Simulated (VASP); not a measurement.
# Ag (Fm-3m) in VASP: notebook

The runs below take Ag through single point, with r2SCAN.

All numbers are computed with VASP 6.6.1; they aren't measurements. Logs are shortened: lines on timing, memory, paths and dates and some standing lists are left out, and cuts for length are marked.

### Step 1. The cell of the first run

Symmetry: Fm-3m, No. 225, cubic system. The conventional cell has a = 4.104 Å, b = 4.104 Å, c = 4.104 Å, α = 90.00°, β = 90.00°, γ = 90.00°. Ag (site symmetry m-3m) has 12 Ag at 2.90 Å within 3.8 Å.

### Step 2. Single point, r2SCAN

POSCAR reads:

```
Ag
1.0
    0.0000000000      2.0519023311      2.0519023311
    2.0519023311      0.0000000000      2.0519023311
    2.0519023311      2.0519023311      0.0000000000
Ag
1
Direct
    0.0000000000      0.0000000000      0.0000000000
```

INCAR.step1 reads:

```
SYSTEM = Ag
PREC = Accurate ; ENCUT = 520
ISMEAR = -1 ; SIGMA = 0.03
LREAL = .FALSE. ; LASPH = .TRUE.
NELM = 80 ; NBANDS = 12
GGA = PE ; ALGO = Normal
EDIFF = 1E-4 ; LWAVE = .TRUE.
LCHARG = .FALSE.
```

INCAR.step2 reads:

```
SYSTEM = Ag
PREC = Accurate ; ENCUT = 520
EDIFF = 1E-6 ; ISMEAR = -1
SIGMA = 0.03 ; LREAL = .FALSE.
LASPH = .TRUE. ; NELM = 80
ALGO = Normal ; ISIF = 2
LWAVE = .FALSE. ; LCHARG = .FALSE.
METAGGA = R2SCAN ; LMIXTAU = .TRUE.
NBANDS = 12 ; ISTART = 1
```

KPOINTS reads:

```
regular mesh
0
G
  13 13 13
  0 0 0
```

Potentials or basis: VASP PAW PBE potentials, release 64 (Ag).

On the command line:

```bash
> cat potpaw_PBE.64/Ag/POTCAR > POTCAR
> cp INCAR.step1 INCAR
> mpirun -np 1 vasp_std > vasp.out
> cp INCAR.step2 INCAR
> mpirun -np 1 vasp_std > vasp.out
```

OUTCAR:

```text
SYSTEM = Ag
   PREC = Accurate
   ENCUT = 520
   EDIFF = 1E-6
   ISMEAR = -1
   LREAL = .FALSE.
   LASPH = .TRUE.
   NELM = 80
   ISIF = 2
   METAGGA = R2SCAN
   ISTART = 1

 ion  position               nearest neighbor table
   1  0.000  0.000  0.000-

  LATTYP: Found a face centered cubic cell.
 ALAT       =     4.1038046622

  Lattice vectors:

 A1 = (   0.0000000000,   2.0519023311,   2.0519023311)
 A2 = (   2.0519023311,   0.0000000000,   2.0519023311)
 A3 = (   2.0519023311,   2.0519023311,   0.0000000000)

Analysis of symmetry for initial positions (statically):
=====================================================================
 Subroutine PRICEL returns:
 Original cell was already a primitive cell.

 Routine SETGRP: Setting up the symmetry group for a
 face centered cubic supercell.

 Subroutine GETGRP returns: Found 48 space group operations
 (whereof 48 operations were pure point group operations)
 out of a pool of 48 trial point group operations.

The static configuration has the point symmetry O_h .

Analysis of symmetry for dynamics (positions and initial velocities):
=====================================================================
 Subroutine PRICEL returns:
 Original cell was already a primitive cell.

 Routine SETGRP: Setting up the symmetry group for a
 face centered cubic supercell.

 Subroutine GETGRP returns: Found 48 space group operations
 (whereof 48 operations were pure point group operations)
 out of a pool of 48 trial point group operations.

The dynamic configuration has the point symmetry O_h .

 Subroutine INISYM returns: Found 48 space group operations
 (whereof 48 operations are pure point group operations),
 and found     1 'primitive' translations

----------------------------------------------------------------------------------------

                                     Primitive cell

  volume of cell :      17.2783

  direct lattice vectors                    reciprocal lattice vectors
     0.000000000  2.051902331  2.051902331    -0.243676316  0.243676316  0.243676316
     2.051902331  0.000000000  2.051902331     0.243676316 -0.243676316  0.243676316
     2.051902331  2.051902331  0.000000000     0.243676316  0.243676316 -0.243676316

  length of vectors
     2.901828105  2.901828105  2.901828105     0.422059759  0.422059759  0.422059759

  position of ions in fractional coordinates (direct lattice)
     0.000000000  0.000000000  0.000000000

  ion indices of the primitive-cell ions
   primitive index   ion index
                 1           1

----------------------------------------------------------------------------------------

 KPOINTS: regular mesh

Automatic generation of k-mesh.
 Grid dimensions read from file:
 generate k-points for:   13   13   13

 Generating k-lattice:

  Cartesian coordinates                     Fractional coordinates (reciprocal lattice)
    -0.018744332  0.018744332  0.018744332     0.076923077  0.000000000  0.000000000
     0.018744332 -0.018744332  0.018744332     0.000000000  0.076923077  0.000000000
     0.018744332  0.018744332 -0.018744332     0.000000000  0.000000000  0.076923077

  Length of vectors
     0.032466135  0.032466135  0.032466135

  Shift w.r.t. Gamma in fractional coordinates (k-lattice)
     0.000000000  0.000000000  0.000000000

 Subroutine IBZKPT returns following result:
 ===========================================

 Found     84 irreducible k-points:

 Following reciprocal coordinates:
            Coordinates               Weight
  0.000000  0.000000  0.000000      1.000000
  0.076923  0.000000  0.000000      8.000000
  0.153846  0.000000  0.000000      8.000000
  0.230769  0.000000  0.000000      8.000000
  0.307692  0.000000  0.000000      8.000000
  0.384615  0.000000  0.000000      8.000000
[... 16 lines left out ...]
  0.384615  0.153846  0.000000     24.000000
  0.461538  0.153846  0.000000     24.000000
 [... further k-points ...]
   k-points           NKPTS =     84   k-points in BZ     NKDIM =     84   number of bands    NBANDS=     12
   number of dos      NEDOS =    301   number of ions     NIONS =      1
   total plane-waves  NPLWV =  13824
   dimension x,y,z NGX =    24 NGY =   24 NGZ =   24
   dimension x,y,z NGXF=    48 NGYF=   48 NGZF=   48
   ions per type =               1
   NGX,Y,Z   is equivalent  to a cutoff of  13.75, 13.75, 13.75 a.u.
   NGXF,Y,Z  is equivalent  to a cutoff of  27.50, 27.50, 27.50 a.u.
 SYSTEM =  Ag
   PREC   = accura    normal or accurate (medium, high low for compatibility)
   ISTART =      1    job   : 0-new  1-cont  2-samecut
   ICHARG =      0    charge: 1-file 2-atom 10-const
   ISPIN  =      1    spin polarized calculation?
   LNONCOLLINEAR =      F non collinear calculations
   LSORBIT =      F    spin-orbit coupling
   LASPH  =      T    aspherical Exc in radial PAW
   ENCUT  =  520.0 eV  38.22 Ry    6.18 a.u.   5.40  5.40  5.40*2*pi/ulx,y,z
   NELM   =     80;   NELMIN=  2; NELMDL=  0     # of ELM steps
   EDIFF  = 0.1E-05   stopping-criterion for ELM
   LREAL  =      F    real-space projection
   EDIFFG = 0.1E-04   stopping-criterion for IOM
   NSW    =      0    number of steps for IOM
   IBRION =     -1    ionic relax: 0-MD 1-quasi-New 2-CG
   NFREE  =      0    steps in history (QN), initial steepest desc. (CG)
   ISIF   =      2    stress and relaxation
   ISYM   =      2    0-nonsym 1-usesym 2-fastsym
   POTIM  = 0.5000    time-step for ionic-motion
   TEBEG  =    0.0;   TEEND  =   0.0 temperature during run
   PSTRESS=    0.0 pullay stress
   NELECT =      11.0000    total number of electrons
   NUPDOWN=      -1.0000    fix difference up-down
   EMIN   =  10.00;   EMAX   =-10.00  energy-range for DOS
   EFERMI =   0.00;   METHOD = LEGACY
   ISMEAR =    -1;   SIGMA  =   0.03  broadening in eV -4-tet -1-fermi 0-gaus
   EFERMI_NEDOS =   21; number of points for ismear=-14 and -15
   IALGO  =     38    algorithm
   IMIX   =      4    mixing-type and parameters
     AMIX     =   0.40;   BMIX     =  1.00
     AMIX_MAG =   1.60;   BMIX_MAG =  1.00
  volume/ion in A,a.u.               =      17.28       116.60
  Fermi-wavevector in a.u.,A,eV,Ry     =   1.408334  2.661366 26.985864  1.983405
  Thomas-Fermi vector in A             =   2.530502
   LORBIT       =      0    0 simple, 1 ext, 2 COOP (PROOUT), +10 PAW based schemes
   METAGGA = R2SCAN    functional components
   LHFCALC =     F    Hartree Fock is set to
   AEXX    =    0.0000 exact exchange contribution
   IVDW    =     0    specifies the selected vdW correction
   LEPSILON=     F    determine dielectric tensor
   LRPA    =     F    only Hartree local field effects (RPA)
 non-spin polarized calculation
  energy-cutoff  :      520.00
  volume of cell :       17.28
 maximum number of plane-waves:       487
 NGX is ok and might be reduce to    24
   NGX = 11   NGY = 11   NGZ = 11

 number of electron      10.9999999 magnetization

 Free energy of the ion-electron system (eV)
  ---------------------------------------------------
  ext. energy  EPLUGINS =         0.00000000
  ---------------------------------------------------
  free energy    TOTEN  =       -21.35518405 eV

  energy without entropy =      -21.35377911  energy(sigma->0) =      -21.35448158

 E-fermi :   8.4555     XC(G=0): -12.8801

 val. band max:        8.4445034469   @ k =  -0.3077   0.2308   0.0000
 cond. band min:       8.4784592734   @ k =   0.4615   0.3077   0.0000
 fundamental gap:      0.0339558265
 Fermi energy:         8.4555322533

 k-point     1 :       0.0000    0.0000    0.0000
  band No.  band energies     occupation
      1       0.3875      2.00000
      2       3.1511      2.00000
      3       3.1511      2.00000
      4       3.1511      2.00000
      5       4.1707      2.00000
      6       4.1707      2.00000
      7      24.8653      0.00000
      8      28.5161      0.00000
      9      28.5161      0.00000
     10      28.5161      0.00000
     11      33.4449      0.00000
     12      34.4040      0.00000

 k-point     2 :       0.0769    0.0000    0.0000
  band No.  band energies     occupation
      1       0.5755      2.00000
      2       3.1111      2.00000
      3       3.2014      2.00000
      4       3.2014      2.00000
      5       4.1525      2.00000
      6       4.1525      2.00000
      7      24.8490      0.00000
      8      27.0451      0.00000
      9      28.5738      0.00000
     10      28.5738      0.00000
     11      33.2115      0.00000
     12      34.2143      0.00000

 k-point     3 :       0.1538    0.0000    0.0000
  band No.  band energies     occupation
      1       1.0866      2.00000
      2       3.0599      2.00000
      3       3.3103      2.00000
      4       3.3103      2.00000
      5       4.1397      2.00000
      6       4.1397      2.00000
      7      23.4174      0.00000
      8      25.8163      0.00000
      9      28.6648      0.00000
     10      28.6648      0.00000
     11      32.0488      0.00000
     12      33.4921      0.00000

 k-point     4 :       0.2308    0.0000    0.0000
  band No.  band energies     occupation
      1       1.6341      2.00000
      2       3.3198      2.00000
      3       3.3570      2.00000
      4       3.3571      2.00000
      5       4.2464      2.00000
      6       4.2464      2.00000
      7      20.4644      0.00000
      8      25.5752      0.00000
      9      28.5467      0.00000
     10      28.5468      0.00000
     11      31.7644      0.00000
     12      32.4926      0.00000

 k-point     5 :       0.3077    0.0000    0.0000
  band No.  band energies     occupation
      1       1.7684      2.00000
      2       3.2915      2.00000
      3       3.2915      2.00000
      4       4.3676      2.00000
      5       4.5000      2.00000
      6       4.5000      2.00000
      7      17.4076      0.00000
      8      25.0416      0.00000
      9      28.0000      0.00000
     10      28.0000      0.00000
     11      31.8713      0.00000
     12      31.8713      0.00000
[... 228 lines left out ...]
      1       1.8149      2.00000
      2       2.6619      2.00000
      3       3.5327      2.00000
      4       3.6511      2.00000
      5       4.0748      2.00000
      6       4.4298      2.00000
      7      22.9925      0.00000
      8      25.1391      0.00000
      9      25.3532      0.00000
     10      27.0543      0.00000
     11      29.9840      0.00000
     12      34.5708      0.00000

 k-point    22 :       0.3077    0.1538    0.0000
  band No.  band energies     occupation
      1       2.1178      2.00000
      2       2.7967      2.00000
      3       3.3618      2.00000
      4       3.6819      2.00000
      5       4.6302      2.00000
      6       4.8592      2.00000
      7      19.8963      0.00000
      8      24.4688      0.00000
      9      24.8761      0.00000
     10      26.7274      0.00000
     11      30.7380      0.00000
     12      34.3110      0.00000

 k-point    23 :       0.3846    0.1538    0.0000
  band No.  band energies     occupation
      1       2.0539      2.00000
      2       3.0515      2.00000
      3       3.4046      2.00000
      4       3.6107      2.00000
      5       4.8607      2.00000
      6       6.1601      2.00000
      7      16.8578      0.00000
      8      23.9855      0.00000
      9      24.1189      0.00000
     10      25.9091      0.00000
     11      32.9949      0.00000
     12      34.0904      0.00000

 k-point    24 :       0.4615    0.1538    0.0000
  band No.  band energies     occupation
      1       1.9702      2.00000
      2       2.9594      2.00000
      3       3.5163      2.00000
      4       3.7975      2.00000
      5       4.9913      2.00000
      6       7.8752      2.00000
      7      14.0728      0.00000
      8      22.9825      0.00000
      9      24.1870      0.00000
     10      25.3469      0.00000
     11      33.8699      0.00000
     12      33.9010      0.00000

 [... further k-points ...]
[... 5 lines left out ...]
  --------------------------------------------------------------------------------------
  -------------------------------------------------------------------------------------
  Total       -0.0060109     -0.0060109     -0.0060109      0.0000000     -0.0000000     -0.0000000
  in kB       -0.5573804     -0.5573804     -0.5573804      0.0000000     -0.0000000     -0.0000000
  external PRESSURE =      -0.5573804 kB  Pullay stress =       0.0000000 kB

 VOLUME and BASIS-vectors are now :
 -----------------------------------------------------------------------------
  energy-cutoff  :      520.00
  volume of cell :       17.28
      direct lattice vectors                 reciprocal lattice vectors
     0.000000000  2.051902331  2.051902331    -0.243676316  0.243676316  0.243676316
     2.051902331  0.000000000  2.051902331     0.243676316 -0.243676316  0.243676316
     2.051902331  2.051902331  0.000000000     0.243676316  0.243676316 -0.243676316

 POSITION                                       TOTAL-FORCE (eV/Angst)
 -----------------------------------------------------------------------------------
      0.00000      0.00000      0.00000         0.000000      0.000000     -0.000000
 -----------------------------------------------------------------------------------
    total drift:                               -0.000000      0.000000      0.000000

  FREE ENERGIE OF THE ION-ELECTRON SYSTEM (eV)
  ---------------------------------------------------
  free  energy   TOTEN  =       -21.3551840517 eV

  energy  without entropy=      -21.3537791148  energy(sigma->0) =      -21.35448158
```

Wall time 49 s (1 thread of Intel Xeon 8259CL, shared host); peak memory 0.15 GiB.

Results:

```
Free energy : -21.3552 eV
Pressure    : -0.1 GPa
```

Caveat: the PAW data sets were made with another functional, which shifts forces and pressure a little.

(Continued in part 2 of 2.)
